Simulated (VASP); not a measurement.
## Mn: single point with PBEsol

Mn:

```
Mn
1.0
     2.45095    0.00000    0.00000
    -1.22547    2.12258    0.00000
     0.00000    0.00000    3.97464
Mn
2
Direct
  0.33333 0.66667 0.25000
  0.66667 0.33333 0.75000
```

```json
{
 "Program": "VASP 6.6.1",
 "Task": "single point",
 "Functional": "PBEsol",
 "Potentials or basis": "VASP PAW PBE potentials, release 64 (Mn_pv)",
 "Cutoff": "500 eV",
 "k mesh": "12 × 12 × 6",
 "Occupations": "gaussian, width 0.1 eV",
 "Spin": "no spin polarisation"
}
```

* Pressure: -0.6 GPa
* Band gap on the k mesh: zero (band 13 reaches 11.78 eV, above the bottom of band 14 at 9.66 eV)

Stress tensor (GPa, compression positive):
```
-0.53  0.00  0.00
 0.00 -0.53  0.00
 0.00  0.00 -0.65
```

Levels at points of the mesh, in eV from the Fermi level:
```csv
k point,band 9,band 10,band 11,band 12,band 13,band 14,band 15,band 16,band 17,band 18
"(0.00, 0.00, 0.00)",-1.03,-1.00,-1.00,-0.50,-0.50,0.06,0.06,0.78,1.71,1.71
"(0.50, 0.00, 0.00)",-3.88,-1.35,-1.21,-0.98,-0.44,1.94,2.08,2.17,3.79,5.97
"(0.00, 0.00, 0.50)",-1.62,-1.62,-1.08,-1.08,-1.08,-1.08,1.26,1.26,1.26,1.26
"(0.50, 0.00, 0.50)",-2.79,-2.79,0.20,0.20,0.92,0.92,2.07,2.07,3.35,3.35
```

It took 46 s on 1 thread of AMD EPYC 7R13, with other jobs on the host, peak memory 0.11 GiB.

Caveat: the PAW data sets were made with another functional, which shifts forces and pressure a little; the run has no spin polarisation, though such a crystal can be magnetic. Spin polarisation is off, so any magnetic state and its effect on volume and gap are missing.
